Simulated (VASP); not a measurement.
# In2B (I4/mmm) in VASP: further runs

In2B is run at these levels: PBE; tasks: single point, relaxation of cell and atoms.

All numbers are computed with VASP 6.6.1; they aren't measurements. Logs are shortened: lines on timing, memory, paths and dates and some standing lists are left out, and cuts for length are marked.

## Step 1: The cell of the first run

The structure is tetragonal, space group I4/mmm (No. 139). Conventional cell: a = 3.508 Å, b = 3.508 Å, c = 8.606 Å, α = 90.00°, β = 90.00°, γ = 90.00°. Within 3.7 Å of In (site symmetry 4mm) lie 9 In at 2.84 to 3.51 Å and 5 B at 2.86 to 2.88 Å. Within 3.8 Å of B (site symmetry 4/mmm) lie 10 In at 2.86 to 2.88 Å and 4 B at 3.51 Å.

## Step 2: Single point, PBE

The input, INCAR:

```
SYSTEM = In2B
PREC     = Accurate       ! precision mode
ENCUT    = 520            ! plane-wave cutoff, eV
EDIFF    = 1E-6           ! SCF threshold, eV
ISMEAR   = 0              ! smearing method
SIGMA    = 0.1            ! smearing width, eV
LREAL    = .FALSE.        ! projectors in reciprocal space
LASPH    = .TRUE.         ! aspherical terms in the spheres
NELM     = 100            ! most SCF steps
ALGO     = Normal         ! electronic algorithm
ISIF     = 2              ! what is computed and relaxed
LWAVE    = .FALSE.        ! write WAVECAR
LCHARG   = .FALSE.        ! write CHGCAR
GGA      = PE             ! functional
NBANDS   = 22             ! bands
```

The input, KPOINTS:

```
regular mesh
0
G
  8 8 8
  0 0 0
```

The input, POSCAR:

```
In2B
1.0
   -1.7541716207      1.7541716207      4.3032022570
    1.7541716207     -1.7541716207      4.3032022570
    1.7541716207      1.7541716207     -4.3032022570
In B
2 1
Direct
    0.6650000000      0.6650000000      0.0000000000
    0.3350000000      0.3350000000      0.0000000000
    0.0000000000      0.0000000000      0.0000000000
```

Potentials or basis: VASP PAW PBE potentials, release 64 (In_d, B).

The run is started by

```sh
$ cat potpaw_PBE.64/In_d/POTCAR potpaw_PBE.64/B/POTCAR > POTCAR
$ mpirun -np 1 vasp_std > vasp.out
```

OUTCAR:

```text
SYSTEM = In2B
   PREC = Accurate
   ENCUT = 520
   EDIFF = 1E-6
   ISMEAR = 0
   LREAL = .FALSE.
   LASPH = .TRUE.
   NELM = 100
   ISIF = 2
   GGA = PE

 ion  position               nearest neighbor table
   1  0.665  0.665  0.000-   2 2.84   3 2.86   3 2.86   3 2.86   3 2.86   2 2.88   2 2.88   2 2.88
                             2 2.88   3 2.88
   2  0.335  0.335  0.000-   1 2.84   3 2.86   3 2.86   3 2.86   3 2.86   1 2.88   1 2.88   1 2.88
                             1 2.88   3 2.88
   3  0.000  0.000  0.000-   1 2.86   1 2.86   2 2.86   1 2.86   2 2.86   2 2.86   1 2.86   2 2.86
                             1 2.88   2 2.88

  LATTYP: Found a body centered tetragonal cell.
 ALAT       =     3.5083432414
 C/A-ratio  =     2.4531250000

  Lattice vectors:

 A1 = (  -1.7541716207,   1.7541716207,   4.3032022570)
 A2 = (   1.7541716207,  -1.7541716207,   4.3032022570)
 A3 = (   1.7541716207,   1.7541716207,  -4.3032022570)

Analysis of symmetry for initial positions (statically):
=====================================================================
 Subroutine PRICEL returns:
 Original cell was already a primitive cell.

 Routine SETGRP: Setting up the symmetry group for a
 body centered tetragonal supercell.

 Subroutine GETGRP returns: Found 16 space group operations
 (whereof 16 operations were pure point group operations)
 out of a pool of 16 trial point group operations.

The static configuration has the point symmetry D_4h.

Analysis of symmetry for dynamics (positions and initial velocities):
=====================================================================
 Subroutine PRICEL returns:
 Original cell was already a primitive cell.

 Routine SETGRP: Setting up the symmetry group for a
 body centered tetragonal supercell.

 Subroutine GETGRP returns: Found 16 space group operations
 (whereof 16 operations were pure point group operations)
 out of a pool of 16 trial point group operations.

The dynamic configuration has the point symmetry D_4h.

 Subroutine INISYM returns: Found 16 space group operations
 (whereof 16 operations are pure point group operations),
 and found     1 'primitive' translations

----------------------------------------------------------------------------------------

                                     Primitive cell

  volume of cell :      52.9658

  direct lattice vectors                    reciprocal lattice vectors
    -1.754171621  1.754171621  4.303202257     0.000000000  0.285034824  0.116192540
     1.754171621 -1.754171621  4.303202257     0.285034824  0.000000000  0.116192540
     1.754171621  1.754171621 -4.303202257     0.285034824  0.285034824  0.000000000

  length of vectors
     4.967070144  4.967070144  4.967070144     0.307807663  0.307807663  0.403100115

  position of ions in fractional coordinates (direct lattice)
     0.665000000  0.665000000  0.000000000
     0.335000000  0.335000000  0.000000000
     0.000000000  0.000000000  0.000000000

  ion indices of the primitive-cell ions
   primitive index   ion index
                 1           1
                 2           2
                 3           3

----------------------------------------------------------------------------------------

 KPOINTS: regular mesh

Automatic generation of k-mesh.
 Grid dimensions read from file:
 generate k-points for:    8    8    8

 Generating k-lattice:

  Cartesian coordinates                     Fractional coordinates (reciprocal lattice)
     0.000000000  0.035629353  0.014524067     0.125000000 -0.000000000  0.000000000
     0.035629353  0.000000000  0.014524067    -0.000000000  0.125000000  0.000000000
     0.035629353  0.035629353  0.000000000     0.000000000  0.000000000  0.125000000

  Length of vectors
     0.038475958  0.038475958  0.050387514

  Shift w.r.t. Gamma in fractional coordinates (k-lattice)
     0.000000000  0.000000000  0.000000000

 Subroutine IBZKPT returns following result:
 ===========================================

 Found     59 irreducible k-points:

 Following reciprocal coordinates:
            Coordinates               Weight
  0.000000  0.000000  0.000000      1.000000
  0.125000 -0.000000  0.000000      8.000000
  0.250000 -0.000000  0.000000      8.000000
  0.375000 -0.000000  0.000000      8.000000
  0.500000 -0.000000  0.000000      4.000000
  0.125000  0.125000  0.000000      8.000000
[... 16 lines left out ...]
  0.250000  0.125000  0.125000     16.000000
  0.375000  0.125000  0.125000      8.000000
 [... further k-points ...]
   k-points           NKPTS =     59   k-points in BZ     NKDIM =     59   number of bands    NBANDS=     22
   number of dos      NEDOS =    301   number of ions     NIONS =      3
   total plane-waves  NPLWV =  64000
   dimension x,y,z NGX =    40 NGY =   40 NGZ =   40
   dimension x,y,z NGXF=    80 NGYF=   80 NGZF=   80
   ions per type =               2   1
   NGX,Y,Z   is equivalent  to a cutoff of  13.39, 13.39, 13.39 a.u.
   NGXF,Y,Z  is equivalent  to a cutoff of  26.78, 26.78, 26.78 a.u.
 SYSTEM =  In2B
   PREC   = accura    normal or accurate (medium, high low for compatibility)
   ISTART =      0    job   : 0-new  1-cont  2-samecut
   ICHARG =      2    charge: 1-file 2-atom 10-const
   ISPIN  =      1    spin polarized calculation?
   LNONCOLLINEAR =      F non collinear calculations
   LSORBIT =      F    spin-orbit coupling
   LASPH  =      T    aspherical Exc in radial PAW
   ENCUT  =  520.0 eV  38.22 Ry    6.18 a.u.   9.24  9.24  9.24*2*pi/ulx,y,z
   NELM   =    100;   NELMIN=  2; NELMDL= -5     # of ELM steps
   EDIFF  = 0.1E-05   stopping-criterion for ELM
   LREAL  =      F    real-space projection
   EDIFFG = 0.1E-04   stopping-criterion for IOM
   NSW    =      0    number of steps for IOM
   IBRION =     -1    ionic relax: 0-MD 1-quasi-New 2-CG
   NFREE  =      0    steps in history (QN), initial steepest desc. (CG)
   ISIF   =      2    stress and relaxation
   ISYM   =      2    0-nonsym 1-usesym 2-fastsym
   POTIM  = 0.5000    time-step for ionic-motion
   TEBEG  =    0.0;   TEEND  =   0.0 temperature during run
   PSTRESS=    0.0 pullay stress
   NELECT =      29.0000    total number of electrons
   NUPDOWN=      -1.0000    fix difference up-down
   EMIN   =  10.00;   EMAX   =-10.00  energy-range for DOS
   EFERMI =   0.00;   METHOD = LEGACY
   ISMEAR =     0;   SIGMA  =   0.10  broadening in eV -4-tet -1-fermi 0-gaus
   EFERMI_NEDOS =   21; number of points for ismear=-14 and -15
   IALGO  =     38    algorithm
   IMIX   =      4    mixing-type and parameters
     AMIX     =   0.40;   BMIX     =  1.00
     AMIX_MAG =   1.60;   BMIX_MAG =  1.00
  volume/ion in A,a.u.               =      17.66       119.14
  Fermi-wavevector in a.u.,A,eV,Ry     =   1.339293  2.530896 24.404840  1.793705
  Thomas-Fermi vector in A             =   2.467696
   LORBIT       =      0    0 simple, 1 ext, 2 COOP (PROOUT), +10 PAW based schemes
   GGA     = PE    functional components
   LHFCALC =     F    Hartree Fock is set to
   AEXX    =    0.0000 exact exchange contribution
   IVDW    =     0    specifies the selected vdW correction
   LEPSILON=     F    determine dielectric tensor
   LRPA    =     F    only Hartree local field effects (RPA)
 non-spin polarized calculation
 Gauss-broadening in eV      SIGMA  =   0.10
  energy-cutoff  :      520.00
  volume of cell :       52.97
 maximum number of plane-waves:      1452
 NGX is ok and might be reduce to    40
   NGX = 19   NGY = 19   NGZ = 19

 number of electron      29.0000000 magnetization

 Free energy of the ion-electron system (eV)
  ---------------------------------------------------
  ext. energy  EPLUGINS =         0.00000000
  ---------------------------------------------------
  free energy    TOTEN  =        -8.26926264 eV

  energy without entropy =       -8.26424950  energy(sigma->0) =       -8.26675607

 E-fermi :   8.8126     XC(G=0): -11.1645

 val. band max:        8.7855191195   @ k =   0.3750   0.1250   0.1250
 cond. band min:       8.8238986312   @ k =  -0.1250  -0.2500   0.1250
 fundamental gap:      0.0383795117
 Fermi energy:         8.8125616088

 k-point     1 :       0.0000    0.0000    0.0000
  band No.  band energies     occupation
      1      -6.3518      2.00000
      2      -6.2077      2.00000
      3      -6.0874      2.00000
      4      -6.0327      2.00000
      5      -6.0074      2.00000
      6      -6.0074      2.00000
[... 14 lines left out ...]
     21      16.0166      0.00000
     22      19.9234      0.00000

 k-point     2 :       0.1250   -0.0000    0.0000
  band No.  band energies     occupation
      1      -6.3291      2.00000
      2      -6.2446      2.00000
      3      -6.1531      2.00000
      4      -6.0559      2.00000
      5      -6.0476      2.00000
      6      -5.9179      2.00000
[... 14 lines left out ...]
     21      17.3564      0.00000
     22      18.8585      0.00000

 k-point     3 :       0.2500   -0.0000    0.0000
  band No.  band energies     occupation
      1      -6.3098      2.00000
      2      -6.3050      2.00000
      3      -6.2126      2.00000
      4      -6.1320      2.00000
      5      -6.0862      2.00000
      6      -5.8862      2.00000
[... 14 lines left out ...]
     21      17.1119      0.00000
     22      18.5916      0.00000

 k-point     4 :       0.3750   -0.0000    0.0000
  band No.  band energies     occupation
      1      -6.3341      2.00000
      2      -6.3273      2.00000
      3      -6.2816      2.00000
      4      -6.2215      2.00000
      5      -6.0380      2.00000
      6      -5.8639      2.00000
[... 14 lines left out ...]
     21      16.0525      0.00000
     22      17.3455      0.00000

 k-point     5 :       0.5000   -0.0000    0.0000
  band No.  band energies     occupation
      1      -6.3298      2.00000
      2      -6.3277      2.00000
      3      -6.3237      2.00000
      4      -6.2702      2.00000
      5      -6.0068      2.00000
      6      -5.8430      2.00000
[... 14 lines left out ...]
     21      16.1458      0.00000
     22      17.0549      0.00000

 k-point     6 :       0.1250    0.1250    0.0000
  band No.  band energies     occupation
      1      -6.3068      2.00000
      2      -6.2888      2.00000
      3      -6.2094      2.00000
      4      -6.0813      2.00000
      5      -6.0530      2.00000
      6      -5.8759      2.00000
[... 14 lines left out ...]
     21      17.2248      0.00000
     22      18.2610      0.00000

 k-point     7 :       0.2500    0.1250    0.0000
  band No.  band energies     occupation
      1      -6.3441      2.00000
      2      -6.3046      2.00000
      3      -6.2183      2.00000
      4      -6.1344      2.00000
      5      -6.0773      2.00000
      6      -5.8906      2.00000
[... 324 lines left out ...]
      6      -5.9283      2.00000
[... 14 lines left out ...]
     21      18.8493      0.00000
     22      19.8478      0.00000

 k-point    21 :       0.5000    0.5000    0.0000
  band No.  band energies     occupation
      1      -6.3629      2.00000
      2      -6.3069      2.00000
      3      -6.1560      2.00000
      4      -6.1304      2.00000
      5      -6.0405      2.00000
      6      -5.8953      2.00000
[... 14 lines left out ...]
     21      18.9070      0.00000
     22      19.0096      0.00000

 k-point    22 :       0.1250    0.1250    0.1250
  band No.  band energies     occupation
      1      -6.4215      2.00000
      2      -6.2236      2.00000
      3      -6.1597      2.00000
      4      -6.1020      2.00000
      5      -5.9967      2.00000
      6      -5.8922      2.00000
[... 14 lines left out ...]
     21      17.9127      0.00000
     22      20.4964      0.00000

 k-point    23 :       0.2500    0.1250    0.1250
  band No.  band energies     occupation
      1      -6.4227      2.00000
      2      -6.2706      2.00000
      3      -6.1727      2.00000
      4      -6.1393      2.00000
      5      -5.9935      2.00000
      6      -5.8833      2.00000
[... 14 lines left out ...]
     21      17.8049      0.00000
     22      18.8285      0.00000

 k-point    24 :       0.3750    0.1250    0.1250
  band No.  band energies     occupation
      1      -6.3750      2.00000
      2      -6.3521      2.00000
      3      -6.1789      2.00000
      4      -6.1513      2.00000
      5      -6.0132      2.00000
      6      -5.8196      2.00000
[... 14 lines left out ...]
     21      17.5593      0.00000
     22      18.2667      0.00000

 [... further k-points ...]

------------------------ aborting loop because EDIFF is reached ----------------------------------------

  FORCE on cell =-STRESS in cart. coord.  units (eV):
  Direction    XX          YY          ZZ          XY          YZ          ZX
  --------------------------------------------------------------------------------------
  -------------------------------------------------------------------------------------
  Total        3.3277417      3.3277417      3.0664783      0.0000000      0.0000000      0.0000000
  in kB      100.6617036    100.6617036     92.7586821      0.0000000      0.0000000      0.0000000
  external PRESSURE =      98.0273631 kB  Pullay stress =       0.0000000 kB

 VOLUME and BASIS-vectors are now :
 -----------------------------------------------------------------------------
  energy-cutoff  :      520.00
  volume of cell :       52.97
      direct lattice vectors                 reciprocal lattice vectors
    -1.754171621  1.754171621  4.303202257     0.000000000  0.285034824  0.116192540
     1.754171621 -1.754171621  4.303202257     0.285034824  0.000000000  0.116192540
     1.754171621  1.754171621 -4.303202257     0.285034824  0.285034824  0.000000000

 POSITION                                       TOTAL-FORCE (eV/Angst)
 -----------------------------------------------------------------------------------
      0.00000      0.00000      5.72326         0.000000      0.000000     -1.126424
      0.00000      0.00000      2.88315         0.000000      0.000000      1.126424
      0.00000      0.00000      0.00000        -0.000000     -0.000000     -0.000000
 -----------------------------------------------------------------------------------
    total drift:                               -0.000000     -0.000000      0.000000

  FREE ENERGIE OF THE ION-ELECTRON SYSTEM (eV)
  ---------------------------------------------------
  free  energy   TOTEN  =        -8.2692626408 eV

  energy  without entropy=       -8.2642495038  energy(sigma->0) =       -8.26675607
```

Run time: 87 s. Hardware: 1 thread of Oxide Virtual Turin-like, shared host; peak memory 0.22 GiB.

What came out:

```
Free energy            : -8.2693 eV
Pressure               : 9.8 GPa
Largest force          : 1.126 eV/Å
Band gap on the k mesh : zero (an odd number of electrons rules out a gap without spin polarisation)
```

Forces in eV/Å, atoms in the order of the input:
```
In   0.000  0.000 -1.126
In   0.000  0.000  1.126
B    0.000  0.000  0.000
```

Levels at points of the mesh, in eV from the Fermi level:
```tsv
k point	band 12	band 13	band 14	band 15	band 16	band 17
(0.00, 0.00, 0.00)	-3.43	-2.50	1.02	1.02	1.84	3.16
(0.50, 0.00, 0.00)	-7.42	-3.78	-3.04	1.86	3.14	4.38
(0.50, 0.50, 0.00)	-4.63	-3.72	-2.81	-2.18	-2.10	2.04
(0.50, 0.50, 0.50)	-9.11	-0.44	-0.44	0.81	3.16	5.62
```

Caveat: the cell stands under pressure; spin-orbit coupling is left out, which moves the levels of the heavy elements; forces of over 1 eV/Å act on the atoms, so gaps and moduli don't describe the material at rest.

## Step 3: Single point, PBE

This run uses another cell than the first one, of 19.79 Å³/atom.

The input, INCAR:

```
SYSTEM = In2B
ALGO     = Normal         ! electronic algorithm
EDIFF    = 1E-7           ! SCF threshold, eV
ENCUT    = 520            ! plane-wave cutoff, eV
GGA      = PE             ! functional
ISIF     = 2              ! what is computed and relaxed
ISMEAR   = 0              ! smearing method
LASPH    = .TRUE.         ! aspherical terms in the spheres
LCHARG   = .TRUE.         ! write CHGCAR
LELF     = .TRUE.         ! ELF
LREAL    = .FALSE.        ! projectors in reciprocal space
LVHAR    = .TRUE.       
LWAVE    = .FALSE.        ! write WAVECAR
NBANDS   = 22             ! bands
NELM     = 100            ! most SCF steps
PREC     = Accurate       ! precision mode
SIGMA    = 0.1            ! smearing width, eV
```

The input, KPOINTS:

```
k-points
0
G
  8 8 8
  0 0 0
```

The input, POSCAR:

```
In2B
1.0
   -1.5801091997      1.5801091997      5.9445373364
    1.5801091997     -1.5801091997      5.9445373364
    1.5801091997      1.5801091997     -5.9445373364
In B
2 1
Direct
    0.6341944527      0.6341944527      0.0000000000
    0.3658055473      0.3658055473      0.0000000000
    0.0000000000      0.0000000000      0.0000000000
```

Potentials or basis: VASP PAW PBE potentials, release 64 (In_d, B).

The run is started by

```sh
$ cat potpaw_PBE.64/In_d/POTCAR potpaw_PBE.64/B/POTCAR > POTCAR
$ mpirun -np 1 vasp_std > vasp.out
```

Wall time 4 min (1 thread of Oxide Virtual Turin-like, shared host); peak memory 0.31 GiB.

It converged, with:

- Free energy: -9.0257 eV
- Pressure: 0.0 GPa
- Largest force: 0.007 eV/Å
- Band gap on the k mesh: zero (an odd number of electrons rules out a gap without spin polarisation)

Forces on the atoms (eV/Å):
```
In   0.000  0.000  0.007
In   0.000  0.000 -0.007
B    0.000  0.000  0.000
```

Stress tensor (GPa, compression positive):
```
-0.07  0.00  0.00
 0.00 -0.07  0.00
 0.00  0.00  0.09
```

Levels at points of the mesh, in eV from the Fermi level:
| k point | band 12 | band 13 | band 14 | band 15 | band 16 | band 17 |
| --- | --- | --- | --- | --- | --- | --- |
| (0.00, 0.00, 0.00) | -6.13 | -5.36 | 1.81 | 1.81 | 3.78 | 4.62 |
| (0.50, 0.00, 0.00) | -6.46 | -3.61 | -3.54 | -0.13 | 1.41 | 3.11 |
| (0.50, 0.50, 0.00) | -3.23 | -2.75 | -1.96 | -0.30 | -0.17 | 1.04 |
| (0.50, 0.50, 0.50) | -8.39 | -0.93 | -0.39 | 1.66 | 1.66 | 5.72 |

Caveat: spin-orbit coupling is left out, which moves the levels of the heavy elements.

[end of part 1 of 2]
